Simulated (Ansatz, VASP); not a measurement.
CoO in VASP and in Ansatz

INCAR

```
PREC = Accurate ; ENCUT = 600
EDIFF = 1E-6 ; ISMEAR = 0
SIGMA = 0.05 ; LREAL = F
LASPH = T ; NELM = 200
ALGO = Normal ; ISIF = 2
LWAVE = F ; LCHARG = F
ISPIN = 2 ; MAGMOM = 3 -3 0 0
LORBIT = 11 ; LMAXMIX = 4
LDAU = T ; LDAUTYPE = 2
LDAUL = 2 -1 ; LDAUU = 3.3 0
LDAUJ = 0 0 ; LDAUPRINT = 1
GGA = PE ; NBANDS = 35
GGA_COMPAT = F
```

The input KPOINTS:

```
Automatic mesh
0
Gamma
  5 5 3
```

File POSCAR:

```
CoO
1.0
    0.0000000000      2.1628257020     -2.1628257020
    0.0000000000      2.1628257020      2.1628257020
    4.3256514040      0.0000000000      0.0000000000
Co O
2 2
Direct
    0.0000000000      0.0000000000      0.0000000000
    0.5000000000      0.5000000000      0.5000000000
    0.0000000000      1.0000000000      0.5000000000
    0.5000000000      1.5000000000      1.0000000000
```

Input for Ansatz:

```yaml
crystal:
  lattice:
    - [0.0, 2.162825702, -2.162825702]
    - [0.0, 2.162825702, 2.162825702]
    - [4.325651404, 0.0, 0.0]
  atoms:
    - { symbol: Co, position: [0.0, 0.0, 0.0], spin: 3.0 }
    - { symbol: O, position: [0.0, 1.0, 0.5] }
    - { symbol: Co, position: [0.5, 0.5, 0.5], spin: -3.0 }
    - { symbol: O, position: [0.5, 1.5, 1.0] }
basis:
  ecutwfc: 420
  ecutrho_ratio: 4
kpoints:
  mp_grid: { grid: [5, 5, 3] }
hamiltonian:
  xc: pbe
  hubbard: { sites: [{ species: Co, l: d, u_eff: 3.3 }] }
scf:
  occupations: { method: gaussian, width: 0.05 }
output:
  forces: true
  stress: true
  eigenvalues: true
  populations: true
  hubbard: { sites: [{ species: Co, l: d }] }
magnetization:
  spin_polarized: true
```

Alike in both runs: task single point; functional PBE; k mesh 5 × 5 × 3; occupations gaussian, width 0.05 eV; collinear spin; Hubbard terms Co d U = 3.3 eV.

|  | VASP | Ansatz |
| --- | --- | --- |
| version | VASP 6.6.1 | Ansatz 0.2.0 |
| potentials or method | VASP PAW PBE potentials, release 64 (Co_sv, O), cutoff 600 eV | scalar-relativistic, plane waves, PAW |
| valence electrons in the cell | 46 | 46 |

```csv
,VASP,Ansatz,Ansatz less VASP
gap on the k mesh at the Fermi level (eV),0.60,1.53,+0.930
least direct gap on the mesh (eV),1.28,2.32,+1.036
pressure (GPa),-3.7,0.2,+3.89
net moment per atom (μB),0.00,0.00,0.000
size of the moment on the site where the two differ most (μB),2.67,2.61,-0.061
```

Site moments also hang on the region over which each program counts them. The programs project onto different local orbitals, so the same U acts differently, and such runs can settle in different states. Ansatz's warnings: stability check not made.

The k mesh is coarse, so the values compare programs but aren't converged.
